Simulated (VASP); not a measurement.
# Na4Li7S2Cl7 in VASP: notebook

Na4Li7S2Cl7 is run at these levels: PBE+D3(BJ); tasks: single point.

Program: VASP 6.6.1. These are calculated values, not measurements. Logs are shortened: lines on timing, memory, paths and dates and some standing lists are left out, and cuts for length are marked.

**1. The cell of the first run**

The cell holds an amorphous packing of atoms, 20 atoms: a = 7.474 Å, b = 7.370 Å, c = 7.557 Å, α = 90.99°, β = 91.66°, γ = 89.35°.

**2. Single point, PBE+D3(BJ)**

Input file INCAR:

```
SYSTEM = Na4Li7S2Cl7
PREC = Accurate ; ENCUT = 520
EDIFF = 1E-6 ; ISMEAR = -1
SIGMA = 0.062 ; LREAL = Auto
LASPH = .True. ; NELM = 100
ALGO = Normal ; ISIF = 2
LWAVE = .False. ; LCHARG = .False.
GGA = PE ; IVDW = 12
NBANDS = 71 ; ISYM = 0
```

Input file KPOINTS:

```
Automatic mesh
0
Gamma
  1 1 1
  0.25 0.25 0.25
```

Input file POSCAR:

```
Na4Li7S2Cl7
1.0
    7.4728680000      0.0415700000     -0.1084870000
    0.0415700000      7.3694800000     -0.0643420000
   -0.1084870000     -0.0643420000      7.5562280000
Na S Li Cl
4 2 7 7
Direct
    0.7432208676      0.4225242431      0.4758890093
    0.9044528924      0.8353086466      0.4292759310
    0.4462266952      0.7831177411      0.8449251607
    0.8945539639      0.0556137436     -0.0869730538
    0.5542645060      0.5999554615      0.1682656780
    0.1087249379      0.3967393482      0.1071055883
    1.1101883683      0.1925735601      0.3451327267
    0.4606937560      0.8657788392      0.2468042555
    0.2710324656      0.6148400193      0.3047161276
    0.8335990408      0.5398024631      0.0260509118
    0.3867454004      0.3008164013      0.0243924584
    0.1340689286      0.4693266309      0.8172805466
    0.4293118929      0.1847020507      0.5544366658
    0.8765894107      0.6436589574      0.7423088425
    0.5473782596      0.0969586227      0.8502866691
   -0.0046416152      0.2321436116      0.6329885797
    0.6469485044      0.1022991239      0.2762114421
    0.1267808304      0.9309810371      0.1279166343
    0.3901780919      0.4757886517      0.6103580310
    0.2728434747      0.8993392547      0.5301630994
```

Potentials or basis: VASP PAW PBE potentials, release 64 (Na_pv, S, Li_sv, Cl).

Launch:

```bash
> cat potpaw_PBE.64/Na_pv/POTCAR potpaw_PBE.64/S/POTCAR potpaw_PBE.64/Li_sv/POTCAR potpaw_PBE.64/Cl/POTCAR > POTCAR
> mpirun -np 1 vasp_std > vasp.out
```

OUTCAR:

```text
SYSTEM = Na4Li7S2Cl7
   PREC = Accurate
   ENCUT = 520
   EDIFF = 1E-6
   ISMEAR = -1
   LREAL = Auto
   LASPH = .True.
   NELM = 100
   ISIF = 2
   GGA = PE
   IVDW = 12
   ISYM = 0
 IVDW          = 12

 ion  position               nearest neighbor table
   1  0.743  0.423  0.476-  16 2.61
   2  0.904  0.835  0.429-
   3  0.446  0.783  0.845-  15 2.44
   4  0.895  0.056  0.913-  18 2.52  16 2.64  15 2.64
   5  0.554  0.600  0.168-   8 2.15   9 2.38  10 2.41
   6  0.109  0.397  0.107-  12 2.28  11 2.29   7 2.36  10 2.37   9 2.48
   7  0.110  0.193  0.345-   6 2.36  16 2.37  18 2.51
   8  0.461  0.866  0.247-   5 2.15  17 2.25   9 2.40  20 2.60
   9  0.271  0.615  0.305-   5 2.38   8 2.40   6 2.48
  10  0.834  0.540  0.026-  14 2.32   6 2.37   5 2.41
  11  0.387  0.301  0.024-   6 2.29  15 2.33
  12  0.134  0.469  0.817-   6 2.28  14 2.36  16 2.44  19 2.51
  13  0.429  0.185  0.554-  19 2.20  20 2.42  15 2.47
  14  0.877  0.644  0.742-  10 2.32  12 2.36
  15  0.547  0.097  0.850-  11 2.33   3 2.44  13 2.47   4 2.64
  16  0.995  0.232  0.633-   7 2.37  12 2.44   1 2.61   4 2.64
  17  0.647  0.102  0.276-   8 2.25
  18  0.127  0.931  0.128-   7 2.51   4 2.52
  19  0.390  0.476  0.610-  13 2.20  12 2.51
  20  0.273  0.899  0.530-  13 2.42   8 2.60

IMPORTANT INFORMATION: All symmetrisations will be switched off!
NOSYMM: (Re-)initialisation of all symmetry stuff for point group C_1.

----------------------------------------------------------------------------------------

                                     Primitive cell

  volume of cell :     416.0000

  direct lattice vectors                    reciprocal lattice vectors
     7.472868000  0.041570000 -0.108487000     0.133849345 -0.000738298  0.001915428
     0.041570000  7.369480000 -0.064342000    -0.000738298  0.135708946  0.001144975
    -0.108487000 -0.064342000  7.556228000     0.001915428  0.001144975  0.132378413

  length of vectors
     7.473771045  7.369878115  7.557280656     0.133865086  0.135715784  0.132397220

  position of ions in fractional coordinates (direct lattice)
     0.743220868  0.422524243  0.475889009
     0.904452892  0.835308647  0.429275931
     0.446226695  0.783117741  0.844925161
     0.894553964  0.055613744  0.913026946
     0.554264506  0.599955462  0.168265678
     0.108724938  0.396739348  0.107105588
[... 12 lines left out ...]
     0.390178092  0.475788652  0.610358031
     0.272843475  0.899339255  0.530163099

  ion indices of the primitive-cell ions
   primitive index   ion index
                 1           1
                 2           2
                 3           3
                 4           4
                 5           5
                 6           6
[... 12 lines left out ...]
                19          19
                20          20

----------------------------------------------------------------------------------------

 KPOINTS: Automatic mesh

Automatic generation of k-mesh.
 Grid dimensions read from file:
 generate k-points for:    1    1    1

 Generating k-lattice:

  Cartesian coordinates                     Fractional coordinates (reciprocal lattice)
     0.133849345 -0.000738298  0.001915428     1.000000000  0.000000000  0.000000000
    -0.000738298  0.135708946  0.001144975     0.000000000  1.000000000  0.000000000
     0.001915428  0.001144975  0.132378413     0.000000000 -0.000000000  1.000000000

  Length of vectors
     0.133865086  0.135715784  0.132397220

  Shift w.r.t. Gamma in fractional coordinates (k-lattice)
     0.250000000  0.250000000  0.250000000

 Subroutine IBZKPT returns following result:
 ===========================================

 Found      1 irreducible k-points:

 Following reciprocal coordinates:
            Coordinates               Weight
  0.250000  0.250000  0.250000      2.000000
   k-points           NKPTS =      1   k-points in BZ     NKDIM =      1   number of bands    NBANDS=     71
   number of dos      NEDOS =    301   number of ions     NIONS =     20
   total plane-waves  NPLWV = 175616
[... 24 lines left out ...]
   TEBEG  =    0.0;   TEEND  =   0.0 temperature during run
   PSTRESS=    0.0 pullay stress
   NELECT =     110.0000    total number of electrons
   NUPDOWN=      -1.0000    fix difference up-down
   EMIN   =  10.00;   EMAX   =-10.00  energy-range for DOS
   EFERMI =   0.00;   METHOD = LEGACY
   ISMEAR =    -1;   SIGMA  =   0.06  broadening in eV -4-tet -1-fermi 0-gaus
   EFERMI_NEDOS =   21; number of points for ismear=-14 and -15
   IALGO  =     38    algorithm
   IMIX   =      4    mixing-type and parameters
     AMIX     =   0.40;   BMIX     =  1.00
     AMIX_MAG =   1.60;   BMIX_MAG =  1.00
  volume/ion in A,a.u.               =      20.80       140.37
  Fermi-wavevector in a.u.,A,eV,Ry     =   1.050771  1.985669 15.022451  1.104119
  Thomas-Fermi vector in A             =   2.185787
   LORBIT       =      0    0 simple, 1 ext, 2 COOP (PROOUT), +10 PAW based schemes
   GGA     = PE    functional components
   LHFCALC =     F    Hartree Fock is set to
   AEXX    =    0.0000 exact exchange contribution
   IVDW    =    12    specifies the selected vdW correction
   LEPSILON=     F    determine dielectric tensor
   LRPA    =     F    only Hartree local field effects (RPA)
 non-spin polarized calculation
  energy-cutoff  :      520.00
  volume of cell :      416.00
 maximum number of plane-waves:     11189
 NGX is ok and might be reduce to    56
   NGX = 27   NGY = 27   NGZ = 29

 number of electron     110.0000018 magnetization

 Free energy of the ion-electron system (eV)
  ---------------------------------------------------
  ext. energy  EPLUGINS =         0.00000000
  ---------------------------------------------------
  free energy    TOTEN  =       -69.27299515 eV

  energy without entropy =      -69.27299515  energy(sigma->0) =      -69.27299515

 E-fermi :   2.4912     XC(G=0):  -7.8744

 val. band max:        0.9933542571   @ k =   0.2500   0.2500   0.2500
 cond. band min:       4.7024925852   @ k =   0.2500   0.2500   0.2500
 fundamental gap:      3.7091383281
 Fermi energy:         2.4911948355

 k-point     1 :       0.2500    0.2500    0.2500
  band No.  band energies     occupation
      1     -44.4892      2.00000
      2     -44.2777      2.00000
      3     -43.8838      2.00000
      4     -43.8190      2.00000
      5     -43.7525      2.00000
      6     -43.5287      2.00000
[... 59 lines left out ...]
     66       7.3740      0.00000
     67       7.5456      0.00000
 [bands above 67 left out]

------------------------ aborting loop because EDIFF is reached ----------------------------------------

 Edisp (eV)   -4.07966

 E8    (eV) :    -1.6322

  FORCE on cell =-STRESS in cart. coord.  units (eV):
  Direction    XX          YY          ZZ          XY          YZ          ZX
  --------------------------------------------------------------------------------------
  -------------------------------------------------------------------------------------
  Total      -2.13256     4.83735    -5.49293     0.96931    -1.48097     1.14646
  in kB      -8.21330    18.63052   -21.15541     3.73320    -5.70377     4.41546
  external pressure =       -3.58 kB  Pullay stress =        0.00 kB

 VOLUME and BASIS-vectors are now :
 -----------------------------------------------------------------------------
  energy-cutoff  :      520.00
  volume of cell :      416.00
      direct lattice vectors                 reciprocal lattice vectors
     7.472868000  0.041570000 -0.108487000     0.133849345 -0.000738298  0.001915428
     0.041570000  7.369480000 -0.064342000    -0.000738298  0.135708946  0.001144975
    -0.108487000 -0.064342000  7.556228000     0.001915428  0.001144975  0.132378413

 POSITION                                       TOTAL-FORCE (eV/Angst)
 -----------------------------------------------------------------------------------
      5.51993      3.11406      3.48811        -0.389617      0.066604     -0.375000
      6.74701      6.16577      3.09184        -0.105143      0.280269     -0.144578
      3.27548      5.73536      6.28565        -0.156100     -0.791056      0.035726
      6.58814      0.38828      6.79841        -0.091669      0.146817      0.074398
      4.14863      4.43357      1.17272         0.678199     -0.560055     -0.340753
      0.81736      2.92139      0.77199        -0.422768      0.232727      0.597455
[... 12 lines left out ...]
      2.86931      3.48326      4.53906        -0.175364      0.150086      0.159059
      2.01879      6.60489      3.91857         0.171837     -0.000317     -0.308156
 -----------------------------------------------------------------------------------
    total drift:                                0.007575     -0.002470     -0.003932

  FREE ENERGIE OF THE ION-ELECTRON SYSTEM (eV)
  ---------------------------------------------------
  free  energy   TOTEN  =       -73.3526537326 eV

  energy  without entropy=      -73.3526537325  energy(sigma->0) =      -73.35265373
```

It took 48 s on 1 thread of Intel Xeon Platinum 8488C (Sapphire Rapids), shared host; peak memory 0.46 GiB.

What came out:

```
Free energy                : -73.3527 eV
Largest force              : 0.961 eV/Å
Band gap on the k mesh     : 3.71 eV
Dispersion energy per atom : -0.204 eV
```

Forces on the atoms (eV/Å):
```
Na  -0.390  0.067 -0.375
Na  -0.105  0.280 -0.145
Na  -0.156 -0.791  0.036
Na  -0.092  0.147  0.074
S    0.678 -0.560 -0.341
S   -0.423  0.233  0.597
Li  -0.137 -0.145 -0.369
Li  -0.192  0.914  0.224
Li  -0.022 -0.475 -0.145
Li  -0.227  0.000  0.299
Li   0.598  0.178  0.438
Li  -0.182 -0.073 -0.491
Li   0.243 -0.760  0.262
Cl  -0.178  0.756 -0.198
Cl   0.143  0.755 -0.404
Cl   0.058 -0.326 -0.363
Cl   0.047  0.202  0.768
Cl   0.340 -0.552  0.281
Cl  -0.175  0.150  0.159
Cl   0.172  0.000 -0.308
```

Caveat: the k points lie up to 0.85 Å⁻¹ apart; the cutoff is under 1.25 times the usual one of these potentials, so pressure, stress and relaxed cells hold a basis-set (Pulay) error.

**3. Single point, PBE+D3(BJ)**

Input file INCAR:

```
SYSTEM = Na4Li7S2Cl7
  PREC = Accurate
  ENCUT = 520
  EDIFF = 1E-6
  ISMEAR = -1
  SIGMA = 0.05
  LREAL = Auto
  LASPH = .TRUE.
  NELM = 100
  ALGO = Normal
  ISIF = 2
  LWAVE = .FALSE.
  LCHARG = .FALSE.
  GGA = PE
  IVDW = 12
  ISYM = 0
  NBANDS = 71
```

KPOINTS is that of step 2.

Input file POSCAR:

```
Na4Li7S2Cl7
1.0
    7.4728680000      0.0415700000     -0.1084870000
    0.0415700000      7.3694800000     -0.0643420000
   -0.1084870000     -0.0643420000      7.5562280000
Na S Li Cl
4 2 7 7
Direct
    0.7070997027      0.4531279763      0.4239795683
    0.9366107214      0.8337221330      0.4371871040
    0.4488787859      0.7730399331      0.8404342019
    0.8881733912      0.1131715189      0.9512388918
    0.5826176854      0.6128884860      0.1482834975
    0.0988774326      0.4297062338      0.1166396878
    0.1304443350      0.2007015931      0.3232872349
    0.4789050691      0.8913380427      0.2506133280
    0.3226089432      0.5942859800      0.3156646974
    0.8695936826      0.6052754453      0.0023514699
    0.4137283636      0.3491845122      0.0480707277
    0.1214529148      0.4285255251      0.7904025992
    0.4402926671      0.1369232152      0.5778008477
    0.8573769207      0.6910016171      0.7181274408
    0.5556318084      0.1170299527      0.8538359045
    0.9654035564      0.2199459168      0.6430770082
    0.6550361568      0.1236457955      0.3057111995
    0.1874684412      0.9321713724      0.1247917161
    0.3741868204      0.4450848918      0.6150128156
    0.3066706530      0.8878578237      0.5304742429
```

Potentials or basis: VASP PAW PBE potentials, release 64 (Na_pv, S, Li_sv, Cl).

Launch:

```bash
> cat potpaw_PBE.64/Na_pv/POTCAR potpaw_PBE.64/S/POTCAR potpaw_PBE.64/Li_sv/POTCAR potpaw_PBE.64/Cl/POTCAR > POTCAR
> mpirun -np 1 vasp_std > vasp.out
```

Wall time 46 s (1 thread of Intel Xeon Platinum 8488C (Sapphire Rapids), shared host); peak memory 0.46 GiB.

The run converged. Its results:

```
Free energy                : -73.8747 eV
Largest force              : 0.922 eV/Å
Band gap on the k mesh     : 4.11 eV
Dispersion energy per atom : -0.204 eV
```

Forces in eV/Å, atoms in the order of the input:
```
Na   0.395 -0.229  0.608
Na   0.154  0.537 -0.471
Na   0.055 -0.132  0.132
Na   0.231 -0.068  0.421
S    0.143  0.231 -0.235
S    0.427 -0.166  0.066
Li  -0.171 -0.066  0.018
Li  -0.155  0.050 -0.139
Li  -0.385 -0.062 -0.054
Li  -0.377 -0.016  0.402
Li   0.223 -0.131 -0.069
Li  -0.077  0.203  0.080
Li   0.631  0.554  0.168
Cl  -0.098 -0.228  0.168
Cl  -0.194  0.070  0.401
Cl   0.143 -0.178 -0.893
Cl   0.066 -0.118  0.172
Cl  -0.566  0.180 -0.096
Cl  -0.050  0.196 -0.401
Cl  -0.393 -0.627 -0.277
```

Levels at points of the mesh, in eV from the valence-band top:
```
           k point  band 53  band 54  band 55  band 56  band 57  band 58
(0.25, 0.25, 0.25)    -0.47    -0.19     0.00     4.11     4.65     5.15
```

Caveat: the k points lie up to 0.85 Å⁻¹ apart; the cutoff is under 1.25 times the usual one of these potentials, so pressure, stress and relaxed cells hold a basis-set (Pulay) error.

**4. Single point, PBE+D3(BJ)**

Input file INCAR:

```
SYSTEM = Na4Li7S2Cl7
PREC = Accurate ; ENCUT = 520
EDIFF = 1E-7 ; ISMEAR = -1
SIGMA = 0.05 ; LREAL = Auto
LASPH = .TRUE. ; NELM = 100
ALGO = Normal ; ISIF = 2
LWAVE = .FALSE. ; LCHARG = .TRUE.
GGA = PE ; IVDW = 12
LELF = .TRUE. ; LVHAR = .TRUE.
NBANDS = 71 ; ISYM = 0
```

KPOINTS is that of step 3.

Input file POSCAR:

```
Na4Li7S2Cl7
1.0
    7.4728680000      0.0415700000     -0.1084870000
    0.0415700000      7.3694800000     -0.0643420000
   -0.1084870000     -0.0643420000      7.5562280000
Na S Li Cl
4 2 7 7
Direct
    0.7653042012      0.4671491910      0.4506592271
    0.9303640894      0.8881648807      0.4066482263
    0.3973911847      0.7674530490      0.8486905426
    0.9003355516      0.1457739255      1.0170025427
    0.6047545687      0.6261569783      0.1704481656
    0.1295269473      0.4474363036      0.1182326601
    0.1953931871      0.2616831516      0.3467757773
    0.4338438113      0.9079242087      0.2412449800
    0.3287673420      0.6052896605      0.3079156068
    0.8571881814      0.6075326607      0.0288630307
    0.4796790263      0.3482249171      0.0589633381
    0.1100144503      0.4468013651      0.7952196825
    0.5253708603      0.1239878349      0.5820076543
    0.8948571804      0.7119888382      0.7364197000
    0.5718277735      0.1279733738      0.8748266916
    0.9792568806      0.2328411367      0.6075162244
    0.6653403774      0.0997856292      0.3150414715
    0.1773717515      0.9313111506      0.0817544086
    0.3837699345      0.4534822911      0.5891795492
    0.3176981164      0.8979949872      0.5145753819
```

Launch:

```bash
> cat potpaw_PBE.64/Na_pv/POTCAR potpaw_PBE.64/S/POTCAR potpaw_PBE.64/Li_sv/POTCAR potpaw_PBE.64/Cl/POTCAR > POTCAR
> mpirun -np 1 vasp_std > vasp.out
```

Run time: 53 s. Hardware: 1 thread of Intel Xeon Platinum 8488C (Sapphire Rapids), shared host; peak memory 0.46 GiB.

The run converged. Its results:

* Free energy: -74.0352 eV
* Largest force: 0.663 eV/Å
* Band gap on the k mesh: 4.20 eV
* Dispersion energy per atom: -0.204 eV

Forces in eV/Å, atoms in the order of the input:
```
Na  -0.167  0.028  0.122
Na   0.318 -0.155  0.315
Na   0.226 -0.013  0.037
Na   0.068  0.053 -0.265
S   -0.406  0.191 -0.018
S   -0.114 -0.307 -0.329
Li  -0.218 -0.183  0.599
Li   0.606 -0.016 -0.234
Li  -0.011 -0.034  0.221
Li   0.484  0.148 -0.264
Li  -0.288  0.280  0.114
Li   0.072  0.063 -0.182
Li  -0.113  0.202  0.108
Cl   0.017 -0.285 -0.242
Cl   0.070 -0.243  0.022
Cl   0.200 -0.180  0.032
Cl  -0.143  0.557 -0.227
Cl  -0.323  0.143  0.287
Cl   0.003 -0.345 -0.107
Cl  -0.281  0.095  0.011
```

Levels at points of the mesh, in eV from the valence-band top:
```
           k point  band 51  band 52  band 53  band 54  band 55  band 56  band 57  band 58  band 59  band 60
(0.25, 0.25, 0.25)    -0.86    -0.53    -0.33    -0.18     0.00     4.20     4.72     4.93     5.33     5.55
```

Caveat: the k points lie up to 0.85 Å⁻¹ apart; the cutoff is under 1.25 times the usual one of these potentials, so pressure, stress and relaxed cells hold a basis-set (Pulay) error.

**5. Single point, PBE+D3(BJ)**

Input file INCAR:

```
ALGO = Normal
EDIFF = 1E-7
ENCUT = 520
GGA = PE
ISIF = 2
ISMEAR = -1
ISYM = 0
IVDW = 12
LASPH = True
LCHARG = True
LELF = True
LREAL = Auto
LVHAR = True
LWAVE = False
NBANDS = 71
NELM = 60
PREC = Accurate
SIGMA = 0.05
```

KPOINTS is that of step 4.

Input file POSCAR:

```
Na4Li7S2Cl7
1.0
    7.4728680000      0.0415700000     -0.1084870000
    0.0415700000      7.3694800000     -0.0643420000
   -0.1084870000     -0.0643420000      7.5562280000
Na S Li Cl
4 2 7 7
Direct
    0.7713870848      0.4958158288      0.4360976472
    0.9270464417      0.8778354730      0.4269572302
    0.3995688571      0.8073662620      0.8692704332
    0.9167980444      0.1662961475      1.0279821488
    0.5877366983      0.6723168390      0.1696514453
    0.1288427934      0.4123682688      0.1259628967
    0.1720807677      0.2469863092      0.4073398949
    0.4640061002      0.9453371464      0.2357702166
    0.3103426796      0.6317063369      0.3015007482
    0.8698862783      0.6565405472      0.0019055122
    0.4690926403      0.3530464166      0.0653490294
    0.1138942812      0.4517117749      0.7790941575
    0.5279016565      0.1752919675      0.6057710412
    0.8651101408      0.6917480087      0.7035022837
    0.6011344165      0.0904066268      0.8835284235
    0.9657982247      0.2216139070      0.6171627741
    0.6764142644      0.1542584845      0.3093369408
    0.1550880418      0.9064639700      0.1207626002
    0.3737443367      0.4437353843      0.5861271290
    0.3087472254      0.8940766141      0.5332807239
```

Launch:

```bash
> cat potpaw_PBE.64/Na_pv/POTCAR potpaw_PBE.64/S/POTCAR potpaw_PBE.64/Li_sv/POTCAR potpaw_PBE.64/Cl/POTCAR > POTCAR
> mpirun -np 1 vasp_std > vasp.out
```

Run time: 56 s. Hardware: 1 thread of Intel Xeon Platinum 8488C (Sapphire Rapids), shared host; peak memory 0.46 GiB.

It converged, with:

* Free energy: -73.9933 eV
* Largest force: 1.111 eV/Å
* Band gap on the k mesh: 4.12 eV
* Dispersion energy per atom: -0.203 eV

Forces in eV/Å, atoms in the order of the input:
```
Na  -0.279 -0.471 -0.351
Na   0.099  0.469 -0.185
Na  -0.007 -0.338 -0.079
Na  -0.221 -0.419 -0.303
S    0.747 -0.719 -0.401
S    0.433  0.671 -0.091
Li   0.121  0.130 -0.264
Li  -0.115  0.043  0.151
Li  -0.101 -0.100 -0.035
Li  -0.048 -0.055  0.568
Li  -0.064  0.206  0.163
Li  -0.016 -0.137  0.101
Li   0.088 -0.344 -0.163
Cl   0.299 -0.106  0.396
Cl  -0.256  0.562  0.022
Cl   0.041  0.066  0.427
Cl  -0.475  0.128  0.171
Cl  -0.329 -0.047 -0.074
Cl  -0.071 -0.033  0.138
Cl   0.154  0.493 -0.190
```

Levels at points of the mesh, in eV from the valence-band top:
| k point | band 52 | band 53 | band 54 | band 55 | band 56 | band 57 | band 58 | band 59 |
| --- | --- | --- | --- | --- | --- | --- | --- | --- |
| (0.25, 0.25, 0.25) | -0.55 | -0.26 | -0.11 | 0.00 | 4.12 | 4.71 | 4.89 | 5.21 |

Caveat: the k points lie up to 0.85 Å⁻¹ apart; the cutoff is under 1.25 times the usual one of these potentials, so pressure, stress and relaxed cells hold a basis-set (Pulay) error.
